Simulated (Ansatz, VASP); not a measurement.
**C in VASP and in Ansatz**

The input INCAR:

```
ALGO = Normal
EDIFF = 1E-6
ENCUT = 520
GGA = PE
ISIF = 2
ISMEAR = 0
LASPH = True
LCHARG = False
LREAL = False
LWAVE = False
NBANDS = 36
NELM = 80
PREC = Accurate
SIGMA = 0.05
```

Contents of KPOINTS:

```
k-points
0
Gamma
  10 10 2
```

File POSCAR:

```
C
1.0
    1.7857375322     -1.7857375322      0.0000000000
    1.7857375322      0.0000000000     -1.7857375322
    9.2263105830      6.2500813627      5.9524584407
C
12
Direct
    0.5312333333      0.4860888889      0.2708666667
   -0.0521000000     -0.0694666667      0.1042000000
    0.1145666667      0.0416444444      0.4375333333
    0.2812333333      0.1527555556      0.7708666667
    0.6979000000      0.5972000000      0.6042000000
   -0.1354333333     -0.2916888889      0.9375333333
    0.4687333333      0.4027555556      0.3958666667
    0.8854000000      0.8472000000      0.2292000000
    0.0520666667     -0.0416888889      0.5625333333
    0.2187333333      0.0694222222      0.8958666667
   -0.3646000000     -0.4861333333      0.7292000000
    0.3020666667      0.2916444444      0.0625333333
```

Input for Ansatz:

```yaml
crystal:
  lattice:
    - [1.7857375322, -1.7857375322, 0.0]
    - [1.7857375322, 0.0, -1.7857375322]
    - [9.226310583, 6.2500813627, 5.9524584407]
  atoms:
    - { symbol: C, position: [0.5312333333, 0.4860888889, 0.2708666667] }
    - { symbol: C, position: [-0.0521, -0.0694666667, 0.1042] }
    - { symbol: C, position: [0.1145666667, 0.0416444444, 0.4375333333] }
    - { symbol: C, position: [0.2812333333, 0.1527555556, 0.7708666667] }
    - { symbol: C, position: [0.6979, 0.5972, 0.6042] }
    - { symbol: C, position: [-0.1354333333, -0.2916888889, 0.9375333333] }
    - { symbol: C, position: [0.4687333333, 0.4027555556, 0.3958666667] }
    - { symbol: C, position: [0.8854, 0.8472, 0.2292] }
    - { symbol: C, position: [0.0520666667, -0.0416888889, 0.5625333333] }
    - { symbol: C, position: [0.2187333333, 0.0694222222, 0.8958666667] }
    - { symbol: C, position: [-0.3646, -0.4861333333, 0.7292] }
    - { symbol: C, position: [0.3020666667, 0.2916444444, 0.0625333333] }
basis:
  ecutwfc: 420
kpoints:
  mp_grid: { grid: [10, 10, 2] }
hamiltonian:
  xc: pbe
scf:
  occupations: { method: gaussian, width: 0.05 }
output:
  forces: true
  stress: true
  eigenvalues: true
```

Alike in both runs: task single point; functional PBE; k mesh 10 × 10 × 2; occupations gaussian, width 0.05 eV; no spin polarisation.

|  | VASP | Ansatz |
| --- | --- | --- |
| version | VASP 6.6.1 | Ansatz 0.2.0 |
| potentials or method | VASP PAW PBE potentials, release 64 (C), cutoff 520 eV | scalar-relativistic, plane waves, PAW |
| valence electrons in the cell | 48 | 48 |

VASP gave:

| Item | Value |
| --- | --- |
| gap on the k mesh at the Fermi level (eV) | none |
| pressure (GPa) | 1.8 |
| traceless stress, the component that is largest in VASP (GPa) | 11.68 |
| rms of the force components (eV/Å) | 0.892 |

Which values does Ansatz return?

gap on the k mesh at the Fermi level (eV): none; pressure (GPa): 1.1; traceless stress, the component that is largest in VASP (GPa): 11.72; rms of the force components (eV/Å): 0.897.

Atom by atom the forces differ by 0.006 eV/Å (rms over components). A gap of «none» marks a metal or a gap that the smearing closes.
